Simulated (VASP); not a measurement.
# Be2H3Br (R-3m) in VASP: further runs

Runs on Be2H3Br. Level: PBE. Tasks: single point, relaxation of cell and atoms.

Program: VASP 6.6.1. These are calculated values, not measurements. Logs are shortened: lines on timing, memory, paths and dates and some standing lists are left out, and cuts for length are marked.

## (1) The cell of the first run

It takes space group R-3m (No. 166, trigonal). The conventional cell has a = 3.417 Å, b = 3.417 Å, c = 15.893 Å, α = 90.00°, β = 90.00°, γ = 120.00°. Be (site symmetry 3m) has 1 Be at 1.84 Å and 6 H at 1.94 Å within 2.4 Å. Within 2.3 Å of H (site symmetry 2/m) lie 4 H at 1.71 Å and 4 Be at 1.94 Å. Within 3.5 Å of Br (site symmetry -3m) lie 6 Be at 2.62 Å and 6 H at 2.83 Å and 6 Br at 3.42 Å.

The cell was generated, and may not be a known phase.

## (2) Single point, PBE

Contents of INCAR:

```
SYSTEM = Be2H3Br
  PREC = Accurate
  ENCUT = 520
  EDIFF = 1E-7
  ISMEAR = 0
  SIGMA = 0.1
  LREAL = .False.
  LASPH = .True.
  NELM = 100
  ALGO = Normal
  ISIF = 2
  LWAVE = .False.
  LCHARG = .False.
  GGA = PE
  NBANDS = 16
```

Contents of KPOINTS:

```
regular mesh
0
Gamma
  12 12 12
  0 0 0
```

Contents of POSCAR:

```
Be2H3Br
1.0
    1.7087223130      0.9865312874      5.2977663393
   -1.7087223130      0.9865312874      5.2977663393
    0.0000000000     -1.9730625748      5.2977663393
Be H Br
2 3 1
Direct
    0.9420976255      0.9420976255      0.9420976255
    0.0579023745      0.0579023745      0.0579023745
    0.0000000000      0.5000000000      0.5000000000
    0.5000000000      0.0000000000      0.5000000000
    0.5000000000      0.5000000000      0.0000000000
    0.5000000000      0.5000000000      0.5000000000
```

Potentials or basis: VASP PAW PBE potentials, release 64 (Be, H, Br).

Launch:

```
> cat potpaw_PBE.64/Be/POTCAR potpaw_PBE.64/H/POTCAR potpaw_PBE.64/Br/POTCAR > POTCAR
> mpirun -np 1 vasp_std > vasp.out
```

OUTCAR:

```text
SYSTEM = Be2H3Br
   PREC = Accurate
   ENCUT = 520
   EDIFF = 1E-7
   ISMEAR = 0
   LREAL = .False.
   LASPH = .True.
   NELM = 100
   ISIF = 2
   GGA = PE

 ion  position               nearest neighbor table
   1  0.942  0.942  0.942-   2 1.84
   2  0.058  0.058  0.058-   1 1.84
   3  0.000  0.500  0.500-
   4  0.500  0.000  0.500-
   5  0.500  0.500  0.000-
   6  0.500  0.500  0.500-

  LATTYP: Found a trigonal (rhomboedric) cell.
 ALAT       =     5.6532560626
 COS(alpha) =     0.8172843856

  Lattice vectors:

 A1 = (   1.7087223130,   0.9865312874,   5.2977663393)
 A2 = (  -1.7087223130,   0.9865312874,   5.2977663393)
 A3 = (   0.0000000000,  -1.9730625748,   5.2977663393)

Analysis of symmetry for initial positions (statically):
=====================================================================
 Subroutine PRICEL returns:
 Original cell was already a primitive cell.

 Routine SETGRP: Setting up the symmetry group for a
 trigonal (rhombohedral) supercell.

 Subroutine GETGRP returns: Found 12 space group operations
 (whereof 12 operations were pure point group operations)
 out of a pool of 12 trial point group operations.

The static configuration has the point symmetry D_3d.

Analysis of symmetry for dynamics (positions and initial velocities):
=====================================================================
 Subroutine PRICEL returns:
 Original cell was already a primitive cell.

 Routine SETGRP: Setting up the symmetry group for a
 trigonal (rhombohedral) supercell.

 Subroutine GETGRP returns: Found 12 space group operations
 (whereof 12 operations were pure point group operations)
 out of a pool of 12 trial point group operations.

The dynamic configuration has the point symmetry D_3d.

 Subroutine INISYM returns: Found 12 space group operations
 (whereof 12 operations are pure point group operations),
 and found     1 'primitive' translations

----------------------------------------------------------------------------------------

                                     Primitive cell

  volume of cell :      53.5829

  direct lattice vectors                    reciprocal lattice vectors
     1.708722313  0.986531287  5.297766339     0.292616299  0.168942099  0.062919599
    -1.708722313  0.986531287  5.297766339    -0.292616299  0.168942099  0.062919599
     0.000000000 -1.973062575  5.297766339     0.000000000 -0.337884198  0.062919599

  length of vectors
     5.653256063  5.653256063  5.653256063     0.343692606  0.343692606  0.343692606

  position of ions in fractional coordinates (direct lattice)
     0.942097625  0.942097625  0.942097625
     0.057902375  0.057902375  0.057902375
     0.000000000  0.500000000  0.500000000
     0.500000000  0.000000000  0.500000000
     0.500000000  0.500000000  1.000000000
     0.500000000  0.500000000  0.500000000

  ion indices of the primitive-cell ions
   primitive index   ion index
                 1           1
                 2           2
                 3           3
                 4           4
                 5           5
                 6           6

----------------------------------------------------------------------------------------

 KPOINTS: regular mesh

Automatic generation of k-mesh.
 Grid dimensions read from file:
 generate k-points for:   12   12   12

 Generating k-lattice:

  Cartesian coordinates                     Fractional coordinates (reciprocal lattice)
     0.024384692  0.014078508  0.005243300     0.083333333  0.000000000  0.000000000
    -0.024384692  0.014078508  0.005243300     0.000000000  0.083333333  0.000000000
     0.000000000 -0.028157017  0.005243300     0.000000000  0.000000000  0.083333333

  Length of vectors
     0.028641051  0.028641051  0.028641051

  Shift w.r.t. Gamma in fractional coordinates (k-lattice)
     0.000000000  0.000000000  0.000000000

 Subroutine IBZKPT returns following result:
 ===========================================

 Found    189 irreducible k-points:

 Following reciprocal coordinates:
            Coordinates               Weight
  0.000000  0.000000  0.000000      1.000000
  0.083333  0.000000  0.000000      6.000000
  0.166667  0.000000  0.000000      6.000000
  0.250000  0.000000 -0.000000      6.000000
  0.333333  0.000000 -0.000000      6.000000
  0.416667  0.000000 -0.000000      6.000000
[... 16 lines left out ...]
  0.500000  0.166667  0.000000     12.000000
 -0.416667  0.166667 -0.000000     12.000000
 [... further k-points ...]
   k-points           NKPTS =    189   k-points in BZ     NKDIM =    189   number of bands    NBANDS=     16
   number of dos      NEDOS =    301   number of ions     NIONS =      6
   total plane-waves  NPLWV =  74088
   dimension x,y,z NGX =    42 NGY =   42 NGZ =   42
   dimension x,y,z NGXF=    84 NGYF=   84 NGZF=   84
   ions per type =               2   3   1
   NGX,Y,Z   is equivalent  to a cutoff of  12.35, 12.35, 12.35 a.u.
   NGXF,Y,Z  is equivalent  to a cutoff of  24.70, 24.70, 24.70 a.u.
 SYSTEM =  Be2H3Br
   PREC   = accura    normal or accurate (medium, high low for compatibility)
   ISTART =      0    job   : 0-new  1-cont  2-samecut
   ICHARG =      2    charge: 1-file 2-atom 10-const
   ISPIN  =      1    spin polarized calculation?
   LNONCOLLINEAR =      F non collinear calculations
   LSORBIT =      F    spin-orbit coupling
   LASPH  =      T    aspherical Exc in radial PAW
   ENCUT  =  520.0 eV  38.22 Ry    6.18 a.u.  10.51 10.51 10.51*2*pi/ulx,y,z
   NELM   =    100;   NELMIN=  2; NELMDL= -5     # of ELM steps
   EDIFF  = 0.1E-06   stopping-criterion for ELM
   LREAL  =      F    real-space projection
   EDIFFG = 0.1E-05   stopping-criterion for IOM
   NSW    =      0    number of steps for IOM
   IBRION =     -1    ionic relax: 0-MD 1-quasi-New 2-CG
   NFREE  =      0    steps in history (QN), initial steepest desc. (CG)
   ISIF   =      2    stress and relaxation
   ISYM   =      2    0-nonsym 1-usesym 2-fastsym
   POTIM  = 0.5000    time-step for ionic-motion
   TEBEG  =    0.0;   TEEND  =   0.0 temperature during run
   PSTRESS=    0.0 pullay stress
   NELECT =      14.0000    total number of electrons
   NUPDOWN=      -1.0000    fix difference up-down
   EMIN   =  10.00;   EMAX   =-10.00  energy-range for DOS
   EFERMI =   0.00;   METHOD = LEGACY
   ISMEAR =     0;   SIGMA  =   0.10  broadening in eV -4-tet -1-fermi 0-gaus
   EFERMI_NEDOS =   21; number of points for ismear=-14 and -15
   IALGO  =     38    algorithm
   IMIX   =      4    mixing-type and parameters
     AMIX     =   0.40;   BMIX     =  1.00
     AMIX_MAG =   1.60;   BMIX_MAG =  1.00
  volume/ion in A,a.u.               =       8.93        60.27
  Fermi-wavevector in a.u.,A,eV,Ry     =   1.046587  1.977763 14.903067  1.095345
  Thomas-Fermi vector in A             =   2.181432
   LORBIT       =      0    0 simple, 1 ext, 2 COOP (PROOUT), +10 PAW based schemes
   GGA     = PE    functional components
   LHFCALC =     F    Hartree Fock is set to
   AEXX    =    0.0000 exact exchange contribution
   IVDW    =     0    specifies the selected vdW correction
   LEPSILON=     F    determine dielectric tensor
   LRPA    =     F    only Hartree local field effects (RPA)
 non-spin polarized calculation
 Gauss-broadening in eV      SIGMA  =   0.10
  energy-cutoff  :      520.00
  volume of cell :       53.58
 maximum number of plane-waves:      1466
   NGX = 21   NGY = 21   NGZ = 21

 number of electron      14.0000000 magnetization

 Free energy of the ion-electron system (eV)
  ---------------------------------------------------
  ext. energy  EPLUGINS =         0.00000000
  ---------------------------------------------------
  free energy    TOTEN  =       -15.52867292 eV

  energy without entropy =      -15.52293687  energy(sigma->0) =      -15.52580490

 E-fermi :   5.4495     XC(G=0):  -9.8847

 val. band max:        5.4263334300   @ k =  -0.3333  -0.3333   0.1667
 cond. band min:       5.4576528412   @ k =  -0.4167   0.2500   0.1667
 fundamental gap:      0.0313194112
 Fermi energy:         5.4495096557

 k-point     1 :       0.0000    0.0000    0.0000
  band No.  band energies     occupation
      1     -13.0352      2.00000
      2      -5.6480      2.00000
      3      -2.4620      2.00000
      4       1.7511      2.00000
      5       1.7511      2.00000
      6       6.5148      0.00000
[... 8 lines left out ...]
     15      13.2250      0.00000
     16      13.3040      0.00000

 k-point     2 :       0.0833    0.0000    0.0000
  band No.  band energies     occupation
      1     -12.9779      2.00000
      2      -5.5569      2.00000
      3      -2.3712      2.00000
      4       1.2455      2.00000
      5       1.6575      2.00000
      6       5.9876      0.00000
[... 8 lines left out ...]
     15      13.3236      0.00000
     16      13.9116      0.00000

 k-point     3 :       0.1667    0.0000    0.0000
  band No.  band energies     occupation
      1     -12.8148      2.00000
      2      -5.2854      2.00000
      3      -2.1095      2.00000
      4       0.1564      2.00000
      5       1.4204      2.00000
      6       4.2665      2.00000
[... 8 lines left out ...]
     15      13.6322      0.00000
     16      14.0026      0.00000

 k-point     4 :       0.2500    0.0000   -0.0000
  band No.  band energies     occupation
      1     -12.5746      2.00000
      2      -4.8396      2.00000
      3      -1.7176      2.00000
      4      -1.0122      2.00000
      5       1.1315      2.00000
      6       2.5865      2.00000
[... 8 lines left out ...]
     15      13.9049      0.00000
     16      14.4427      0.00000
[... 324 lines left out ...]
 k-point    22 :       0.4167    0.1667    0.0000
  band No.  band energies     occupation
      1     -12.2020      2.00000
      2      -4.1486      2.00000
      3      -2.0165      2.00000
      4      -0.8634      2.00000
      5      -0.0247      2.00000
      6       1.5453      2.00000
[... 8 lines left out ...]
     15      14.1607      0.00000
     16      14.9211      0.00000

 k-point    23 :       0.5000    0.1667    0.0000
  band No.  band energies     occupation
      1     -12.0142      2.00000
      2      -3.4581      2.00000
      3      -2.5172      2.00000
      4      -0.9532      2.00000
      5      -0.2230      2.00000
      6       0.5874      2.00000
[... 8 lines left out ...]
     15      14.4345      0.00000
     16      15.4885      0.00000

 k-point    24 :      -0.4167    0.1667   -0.0000
  band No.  band energies     occupation
      1     -11.9438      2.00000
      2      -3.0991      2.00000
      3      -2.4510      2.00000
      4      -1.3845      2.00000
      5      -0.4077      2.00000
      6       0.3179      2.00000
[... 8 lines left out ...]
     15      14.2114      0.00000
     16      16.5784      0.00000

 [... further k-points ...]
[... 5 lines left out ...]
  --------------------------------------------------------------------------------------
  -------------------------------------------------------------------------------------
  Total       -0.0175076     -0.0175076      0.0045608      0.0000000      0.0000000      0.0000000
  in kB       -0.5234920     -0.5234920      0.1363712      0.0000000      0.0000000      0.0000000
  external PRESSURE =      -0.3035376 kB  Pullay stress =       0.0000000 kB

 VOLUME and BASIS-vectors are now :
 -----------------------------------------------------------------------------
  energy-cutoff  :      520.00
  volume of cell :       53.58
      direct lattice vectors                 reciprocal lattice vectors
     1.708722313  0.986531287  5.297766339     0.292616299  0.168942099  0.062919599
    -1.708722313  0.986531287  5.297766339    -0.292616299  0.168942099  0.062919599
     0.000000000 -1.973062575  5.297766339     0.000000000 -0.337884198  0.062919599

 POSITION                                       TOTAL-FORCE (eV/Angst)
 -----------------------------------------------------------------------------------
      0.00000      0.00000     14.97304        -0.000000     -0.000000     -0.017285
      0.00000      0.00000      0.92026        -0.000000      0.000000      0.017285
     -0.85436     -0.49327      5.29777        -0.000000      0.000000      0.000000
      0.85436     -0.49327      5.29777        -0.000000     -0.000000      0.000000
      0.00000      0.98653      5.29777         0.000000     -0.000000      0.000000
      0.00000      0.00000      7.94665        -0.000000      0.000000      0.000000
 -----------------------------------------------------------------------------------
    total drift:                                0.000000     -0.000000     -0.000000

  FREE ENERGIE OF THE ION-ELECTRON SYSTEM (eV)
  ---------------------------------------------------
  free  energy   TOTEN  =       -15.5286729236 eV

  energy  without entropy=      -15.5229368680  energy(sigma->0) =      -15.52580490
```

It took 4.8 min on 1 thread of Intel Xeon Platinum 8375C at 2.90GHz (Ice Lake), shared host; peak memory 0.37 GiB.

What came out:

* Free energy: -15.5287 eV
* Pressure: 0.0 GPa
* Largest force: 0.017 eV/Å
* Band gap on the k mesh: zero (bands 7 and 8 overlap by 2.79 eV)

Forces in eV/Å, atoms in the order of the input:
```
Be   0.000  0.000 -0.017
Be   0.000  0.000  0.017
H    0.000  0.000  0.000
H    0.000  0.000  0.000
H    0.000  0.000  0.000
Br   0.000  0.000  0.000
```

[end of part 1 of 2]

The gap in the log of VASP goes by the Fermi energy; the results here count the filled bands.